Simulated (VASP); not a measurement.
# Sc (Im-3m) in VASP: a series of runs, part 2 of 2

VASP 6.6.1. Earlier steps stand in the parts before.

### Step 4. Single point, PBE

This run uses another cell than the first one, of 19.91 Å³/atom, 2.000 times its volume.

Input file INCAR:

```
ALGO = Normal
EDIFF = 1E-7
ENCUT = 520
GGA = PE
ISIF = 2
ISMEAR = -4
LASPH = T
LCHARG = F
LREAL = F
LWAVE = F
NBANDS = 12
NELM = 100
PREC = Accurate
SIGMA = 0.1
```

Input file KPOINTS:

```
k-points
0
Gamma
  16 16 16
```

Input file POSCAR:

```
Sc
1.0
   -1.7075383128      1.7075383128      1.7075383128
    1.7075383128     -1.7075383128      1.7075383128
    1.7075383128      1.7075383128     -1.7075383128
Sc
1
Direct
    0.0000000000      0.0000000000      0.0000000000
```

Potentials or basis: VASP PAW PBE potentials, release 64 (Sc_sv).

Command:

```
$ cat potpaw_PBE.64/Sc_sv/POTCAR > POTCAR
$ mpirun -np 1 vasp_std > vasp.out
```

OUTCAR:

```text
EDIFF = 1E-7
   ENCUT = 520
   GGA = PE
   ISIF = 2
   ISMEAR = -4
   LASPH = T
   LREAL = F
   NELM = 100
   PREC = Accurate

 ion  position               nearest neighbor table
   1  0.000  0.000  0.000-

  LATTYP: Found a body centered cubic cell.
 ALAT       =     3.4150766256

  Lattice vectors:

 A1 = (  -1.7075383128,   1.7075383128,   1.7075383128)
 A2 = (   1.7075383128,  -1.7075383128,   1.7075383128)
[... 541 lines left out ...]
     11      16.2686      0.00000
     12      17.0967      0.00000

 [... further k-points ...]

------------------------ aborting loop because EDIFF is reached ----------------------------------------

  FORCE on cell =-STRESS in cart. coord.  units (eV):
  Direction    XX          YY          ZZ          XY          YZ          ZX
  --------------------------------------------------------------------------------------
  -------------------------------------------------------------------------------------
  Total        2.0871718      2.0871718      2.0871718     -0.0000000     -0.0000000      0.0000000
  in kB      167.9180633    167.9180633    167.9180633     -0.0000000     -0.0000000      0.0000000
  external PRESSURE =     167.9180633 kB  Pullay stress =       0.0000000 kB

 VOLUME and BASIS-vectors are now :
 -----------------------------------------------------------------------------
  energy-cutoff  :      520.00
  volume of cell :       19.91
      direct lattice vectors                 reciprocal lattice vectors
    -1.707538313  1.707538313  1.707538313     0.000000000  0.292819198  0.292819198
     1.707538313 -1.707538313  1.707538313     0.292819198  0.000000000  0.292819198
     1.707538313  1.707538313 -1.707538313     0.292819198  0.292819198  0.000000000

 POSITION                                       TOTAL-FORCE (eV/Angst)
 -----------------------------------------------------------------------------------
      0.00000      0.00000      0.00000         0.000000      0.000000      0.000000
 -----------------------------------------------------------------------------------
    total drift:                               -0.000000      0.000000      0.000000

  FREE ENERGIE OF THE ION-ELECTRON SYSTEM (eV)
  ---------------------------------------------------
  free  energy   TOTEN  =        -5.9067452055 eV

  energy  without entropy=       -5.9067452055  energy(sigma->0) =       -5.90674521
```

OSZICAR:

```text
N       E                     dE             d eps       ncg     rms          rms(c)
DAV:   1     0.716627305055E+02    0.71663E+02   -0.50724E+03  3512   0.922E+02
DAV:   2    -0.514629460938E+01   -0.76809E+02   -0.75067E+02  3484   0.285E+02
DAV:   3    -0.643159763890E+01   -0.12853E+01   -0.12656E+01  4460   0.502E+01
DAV:   4    -0.645010226274E+01   -0.18505E-01   -0.18499E-01  4416   0.471E+00
DAV:   5    -0.645034728049E+01   -0.24502E-03   -0.24502E-03  4480   0.522E-01    0.670E+00
DAV:   6    -0.598051335589E+01    0.46983E+00   -0.68644E-01  5032   0.126E+01    0.222E+00
DAV:   7    -0.591126057780E+01    0.69253E-01   -0.16210E-01  5348   0.580E+00    0.503E-01
DAV:   8    -0.590698773047E+01    0.42728E-02   -0.86390E-03  3928   0.136E+00    0.143E-01
DAV:   9    -0.590674278032E+01    0.24495E-03   -0.81198E-04  4880   0.458E-01    0.171E-02
DAV:  10    -0.590674514784E+01   -0.23675E-05   -0.13826E-05  3928   0.385E-02    0.501E-03
DAV:  11    -0.590674520549E+01   -0.57650E-07   -0.90149E-07  5260   0.144E-02
   1 F= -.59067452E+01 E0= -.59067452E+01  d E =0.000000E+00
```

stdout:

```text
POSCAR found type information on POSCAR Sc
 POSCAR found :  1 types and       1 ions
 scaLAPACK will be used
 LDA part: xc-table for (Slater+PW92), standard interpolation
 POSCAR, INCAR and KPOINTS ok, starting setup
 FFT: planning ... GRIDC
 FFT: planning ... GRID_SOFT
 FFT: planning ... GRID
 WAVECAR not read
 entering main loop
 -----------------------------------------------------------------------------
|                                                                             |
|           W    W    AA    RRRRR   N    N  II  N    N   GGGG   !!!           |
|           W    W   A  A   R    R  NN   N  II  NN   N  G    G  !!!           |
|           W    W  A    A  R    R  N N  N  II  N N  N  G       !!!           |
|           W WW W  AAAAAA  RRRRR   N  N N  II  N  N N  G  GGG   !            |
|           WW  WW  A    A  R   R   N   NN  II  N   NN  G    G                |
|           W    W  A    A  R    R  N    N  II  N    N   GGGG   !!!           |
|                                                                             |
|     Tetrahedron method does not include variations of the Fermi             |
|     occupations, so forces and stress will be inaccurate. We suggest        |
|     using a different smearing scheme ISMEAR = 1 or 2 for metals in         |
|     relaxations.                                                            |
|                                                                             |
 -----------------------------------------------------------------------------
```

Run time: 24 s. Hardware: 1 thread of Intel Xeon Platinum 8488C (Sapphire Rapids), shared host; peak memory 0.17 GiB.

Results:

| Quantity | Value |
| --- | --- |
| Free energy | -5.9067 eV |
| Pressure | 16.8 GPa |

### Step 5. Single point, PBE

This run uses another cell than the first one, of 19.91 Å³/atom, 2.000 times its volume.

Input file INCAR:

```
SYSTEM = Sc
PREC = Accurate
ENCUT = 520
EDIFF = 1E-6
ISMEAR = -1
SIGMA = 0.05
LREAL = .False.
LASPH = .True.
NELM = 80
ALGO = Normal
ISIF = 2
LWAVE = .False.
LCHARG = .False.
GGA = PE
NBANDS = 12
```

Input file KPOINTS:

```
Automatic mesh
0
Gamma
  16 16 16
  0 0 0
```

POSCAR is that of step 4.

Command:

```
$ cat potpaw_PBE.64/Sc_sv/POTCAR > POTCAR
$ mpirun -np 1 vasp_std > vasp.out
```

Wall time 19 s (1 thread of Intel Xeon Platinum 8488C (Sapphire Rapids), shared host); peak memory 0.15 GiB.

The run converged. Its results:

```yaml
Free_energy: -5.9297 eV
Pressure: 16.7 GPa
```

Levels at points of the mesh, in eV from the Fermi level:
```tsv
k point	band 1	band 2	band 3	band 4	band 5	band 6	band 7	band 8	band 9	band 10
(0.00, 0.00, 0.00)	-49.07	-27.30	-27.30	-27.30	-5.60	1.72	1.72	1.72	3.53	3.53
(0.50, 0.00, 0.00)	-48.92	-28.09	-27.54	-27.31	-2.15	0.18	1.03	3.55	3.97	5.30
(0.50, 0.50, 0.50)	-48.81	-27.83	-27.83	-27.83	-1.79	-1.79	4.91	4.91	4.91	7.72
```

### Step 6. Single point, PBE (volume scaled by 0.9)

Input file INCAR:

```
PREC = Accurate ; ENCUT = 520
EDIFF = 1E-6 ; ISMEAR = -1
SIGMA = 0.05 ; LREAL = F
LASPH = T ; NELM = 80
ALGO = Normal ; ISIF = 2
LWAVE = F ; LCHARG = F
GGA = PE ; NBANDS = 12
```

Input file KPOINTS:

```
regular mesh
0
Gamma
  16 16 16
```

Input file POSCAR:

```
Sc
1.0
   -1.7759114108      1.7759114108      1.7759114108
    1.7759114108     -1.7759114108      1.7759114108
    1.7759114108      1.7759114108     -1.7759114108
Sc
1
Direct
    0.0000000000      0.0000000000      0.0000000000
```

Potentials or basis: VASP PAW PBE potentials, release 64 (Sc_sv).

Command:

```
$ cat potpaw_PBE.64/Sc_sv/POTCAR > POTCAR
$ mpirun -np 1 vasp_std > vasp.out
```

OUTCAR:

```text
PREC = Accurate
   ENCUT = 520
   EDIFF = 1E-6
   ISMEAR = -1
   LREAL = F
   LASPH = T
   NELM = 80
   ISIF = 2
   GGA = PE

 ion  position               nearest neighbor table
   1  0.000  0.000  0.000-

  LATTYP: Found a body centered cubic cell.
 ALAT       =     3.5518228216

  Lattice vectors:

 A1 = (  -1.7759114108,   1.7759114108,   1.7759114108)
 A2 = (   1.7759114108,  -1.7759114108,   1.7759114108)
 A3 = (   1.7759114108,   1.7759114108,  -1.7759114108)

Analysis of symmetry for initial positions (statically):
=====================================================================
 Subroutine PRICEL returns:
 Original cell was already a primitive cell.

 Routine SETGRP: Setting up the symmetry group for a
 body centered cubic supercell.

 Subroutine GETGRP returns: Found 48 space group operations
 (whereof 48 operations were pure point group operations)
 out of a pool of 48 trial point group operations.

The static configuration has the point symmetry O_h .

Analysis of symmetry for dynamics (positions and initial velocities):
=====================================================================
 Subroutine PRICEL returns:
 Original cell was already a primitive cell.

 Routine SETGRP: Setting up the symmetry group for a
 body centered cubic supercell.

 Subroutine GETGRP returns: Found 48 space group operations
 (whereof 48 operations were pure point group operations)
 out of a pool of 48 trial point group operations.

The dynamic configuration has the point symmetry O_h .

 Subroutine INISYM returns: Found 48 space group operations
 (whereof 48 operations are pure point group operations),
 and found     1 'primitive' translations

----------------------------------------------------------------------------------------

                                     Primitive cell

  volume of cell :      22.4039

  direct lattice vectors                    reciprocal lattice vectors
    -1.775911411  1.775911411  1.775911411     0.000000000  0.281545575  0.281545575
     1.775911411 -1.775911411  1.775911411     0.281545575  0.000000000  0.281545575
     1.775911411  1.775911411 -1.775911411     0.281545575  0.281545575  0.000000000

  length of vectors
     3.075968793  3.075968793  3.075968793     0.398165571  0.398165571  0.398165571

  position of ions in fractional coordinates (direct lattice)
     0.000000000  0.000000000  0.000000000

  ion indices of the primitive-cell ions
   primitive index   ion index
                 1           1

----------------------------------------------------------------------------------------

 KPOINTS: regular mesh

Automatic generation of k-mesh.
 Grid dimensions read from file:
 generate k-points for:   16   16   16

 Generating k-lattice:

  Cartesian coordinates                     Fractional coordinates (reciprocal lattice)
     0.000000000  0.017596598  0.017596598     0.062500000  0.000000000  0.000000000
     0.017596598  0.000000000  0.017596598     0.000000000  0.062500000  0.000000000
     0.017596598  0.017596598  0.000000000     0.000000000  0.000000000  0.062500000

  Length of vectors
     0.024885348  0.024885348  0.024885348

  Shift w.r.t. Gamma in fractional coordinates (k-lattice)
     0.000000000  0.000000000  0.000000000

 Subroutine IBZKPT returns following result:
 ===========================================

 Found    145 irreducible k-points:

 Following reciprocal coordinates:
            Coordinates               Weight
  0.000000  0.000000  0.000000      1.000000
  0.062500  0.000000  0.000000     12.000000
  0.125000  0.000000  0.000000     12.000000
  0.187500  0.000000  0.000000     12.000000
  0.250000  0.000000  0.000000     12.000000
  0.312500  0.000000  0.000000     12.000000
[... 16 lines left out ...]
  0.187500  0.187500  0.000000     24.000000
  0.250000  0.187500  0.000000     48.000000
 [... further k-points ...]
   k-points           NKPTS =    145   k-points in BZ     NKDIM =    145   number of bands    NBANDS=     12
   number of dos      NEDOS =    301   number of ions     NIONS =      1
   total plane-waves  NPLWV =  13824
   dimension x,y,z NGX =    24 NGY =   24 NGZ =   24
   dimension x,y,z NGXF=    48 NGYF=   48 NGZF=   48
   ions per type =               1
   NGX,Y,Z   is equivalent  to a cutoff of  12.97, 12.97, 12.97 a.u.
   NGXF,Y,Z  is equivalent  to a cutoff of  25.94, 25.94, 25.94 a.u.
 SYSTEM =  unknown system
   PREC   = accura    normal or accurate (medium, high low for compatibility)
   ISTART =      0    job   : 0-new  1-cont  2-samecut
   ICHARG =      2    charge: 1-file 2-atom 10-const
   ISPIN  =      1    spin polarized calculation?
   LNONCOLLINEAR =      F non collinear calculations
   LSORBIT =      F    spin-orbit coupling
   LASPH  =      T    aspherical Exc in radial PAW
   ENCUT  =  520.0 eV  38.22 Ry    6.18 a.u.   5.72  5.72  5.72*2*pi/ulx,y,z
   NELM   =     80;   NELMIN=  2; NELMDL= -5     # of ELM steps
   EDIFF  = 0.1E-05   stopping-criterion for ELM
   LREAL  =      F    real-space projection
   EDIFFG = 0.1E-04   stopping-criterion for IOM
   NSW    =      0    number of steps for IOM
   IBRION =     -1    ionic relax: 0-MD 1-quasi-New 2-CG
   NFREE  =      0    steps in history (QN), initial steepest desc. (CG)
   ISIF   =      2    stress and relaxation
   ISYM   =      2    0-nonsym 1-usesym 2-fastsym
   POTIM  = 0.5000    time-step for ionic-motion
   TEBEG  =    0.0;   TEEND  =   0.0 temperature during run
   PSTRESS=    0.0 pullay stress
   NELECT =      11.0000    total number of electrons
   NUPDOWN=      -1.0000    fix difference up-down
   EMIN   =  10.00;   EMAX   =-10.00  energy-range for DOS
   EFERMI =   0.00;   METHOD = LEGACY
   ISMEAR =    -1;   SIGMA  =   0.05  broadening in eV -4-tet -1-fermi 0-gaus
   EFERMI_NEDOS =   21; number of points for ismear=-14 and -15
   IALGO  =     38    algorithm
   IMIX   =      4    mixing-type and parameters
     AMIX     =   0.40;   BMIX     =  1.00
     AMIX_MAG =   1.60;   BMIX_MAG =  1.00
  volume/ion in A,a.u.               =      22.40       151.19
  Fermi-wavevector in a.u.,A,eV,Ry     =   1.291510  2.440600 22.694491  1.667998
  Thomas-Fermi vector in A             =   2.423275
   LORBIT       =      0    0 simple, 1 ext, 2 COOP (PROOUT), +10 PAW based schemes
   GGA     = PE    functional components
   LHFCALC =     F    Hartree Fock is set to
   AEXX    =    0.0000 exact exchange contribution
   IVDW    =     0    specifies the selected vdW correction
   LEPSILON=     F    determine dielectric tensor
   LRPA    =     F    only Hartree local field effects (RPA)
 non-spin polarized calculation
  energy-cutoff  :      520.00
  volume of cell :       22.40
 maximum number of plane-waves:       622
   NGX = 11   NGY = 11   NGZ = 11

 number of electron      10.9999996 magnetization

 Free energy of the ion-electron system (eV)
  ---------------------------------------------------
  ext. energy  EPLUGINS =         0.00000000
  ---------------------------------------------------
  free energy    TOTEN  =        -6.10638988 eV

  energy without entropy =       -6.08608764  energy(sigma->0) =       -6.09623876

 E-fermi :   4.3906     XC(G=0): -10.2699

 val. band max:        4.3864280417   @ k =   0.3125   0.1875   0.1250
 cond. band min:       4.3936807005   @ k =   0.3125   0.1250   0.1250
 fundamental gap:      0.0072526588
 Fermi energy:         4.3906415811

 k-point     1 :       0.0000    0.0000    0.0000
  band No.  band energies     occupation
      1     -44.9609      2.00000
      2     -23.3042      2.00000
      3     -23.3042      2.00000
      4     -23.3042      2.00000
      5      -1.0333      2.00000
      6       5.9647      0.00000
      7       5.9647      0.00000
      8       5.9647      0.00000
      9       7.5415      0.00000
     10       7.5415      0.00000
     11      19.1188      0.00000
     12      19.1188      0.00000

 k-point     2 :       0.0625    0.0000    0.0000
  band No.  band energies     occupation
      1     -44.9573      2.00000
      2     -23.3257      2.00000
      3     -23.3108      2.00000
      4     -23.3043      2.00000
      5      -0.9188      2.00000
      6       5.9045      0.00000
      7       5.9426      0.00000
      8       6.0521      0.00000
      9       7.4688      0.00000
     10       7.5446      0.00000
     11      18.9905      0.00000
     12      19.1181      0.00000
[... 316 lines left out ...]
 k-point    24 :       0.2500    0.1875    0.0000
  band No.  band energies     occupation
      1     -44.8768      2.00000
      2     -23.7269      2.00000
      3     -23.4755      2.00000
      4     -23.3495      2.00000
      5       2.2428      2.00000
      6       4.4914      0.23525
      7       4.8885      0.00009
      8       7.2638      0.00000
      9       7.9136      0.00000
     10       8.7777      0.00000
     11      14.2277      0.00000
     12      15.1186      0.00000

 [... further k-points ...]
[... 5 lines left out ...]
  --------------------------------------------------------------------------------------
  -------------------------------------------------------------------------------------
  Total        0.9245407      0.9245407      0.9245407      0.0000000      0.0000000      0.0000000
  in kB       66.1169376     66.1169376     66.1169376      0.0000000      0.0000000      0.0000000
  external PRESSURE =      66.1169376 kB  Pullay stress =       0.0000000 kB

 VOLUME and BASIS-vectors are now :
 -----------------------------------------------------------------------------
  energy-cutoff  :      520.00
  volume of cell :       22.40
      direct lattice vectors                 reciprocal lattice vectors
    -1.775911411  1.775911411  1.775911411     0.000000000  0.281545575  0.281545575
     1.775911411 -1.775911411  1.775911411     0.281545575  0.000000000  0.281545575
     1.775911411  1.775911411 -1.775911411     0.281545575  0.281545575  0.000000000

 POSITION                                       TOTAL-FORCE (eV/Angst)
 -----------------------------------------------------------------------------------
      0.00000      0.00000      0.00000         0.000000     -0.000000      0.000000
 -----------------------------------------------------------------------------------
    total drift:                               -0.000000      0.000000      0.000000

  FREE ENERGIE OF THE ION-ELECTRON SYSTEM (eV)
  ---------------------------------------------------
  free  energy   TOTEN  =        -6.1063898800 eV

  energy  without entropy=       -6.0860876352  energy(sigma->0) =       -6.09623876
```

Wall time 20 s (1 thread of Intel Xeon Platinum 8259CL at 2.50GHz (Skylake/Cascade Lake), shared host); peak memory 0.16 GiB.

Results:

- Free energy: -6.1064 eV
- Pressure: 6.6 GPa

Caveat: the cell differs from its parent crystal (volume scaled by 0.9).

### Step 7. Summary

```csv
level,U,cell,smearing,gap on the mesh (eV),pressure (GPa)
RPBE+U,Sc d U = 1.0 eV,"a = 2.347 Å, angles 109.5°, 1 atom",fermi-dirac 0.005 eV,none,190.2
PBE,-,"a = 2.958 Å, angles 109.5°, 1 atom",fermi-dirac 0.05 eV,none,16.7
PBE,-,"a = 2.958 Å, angles 109.5°, 1 atom",tetrahedron,none,16.8
PBE,-,"a = 3.076 Å, angles 109.5°, 1 atom",fermi-dirac 0.05 eV,none,6.6
```

Alike in all rows: task single point; potentials or basis VASP PAW PBE potentials, release 64 (Sc_sv); no spin polarisation; k mesh 16 × 16 × 16; cutoff (eV) 520.

Caveats: the PAW data sets were made with another functional, which shifts forces and pressure a little (some runs); U without spin polarisation on a metal has little footing (some runs); the U is typed as a test and isn't derived for this compound (some runs).

Total energies depend on the potentials used, so only differences within one code and one set of settings carry meaning.
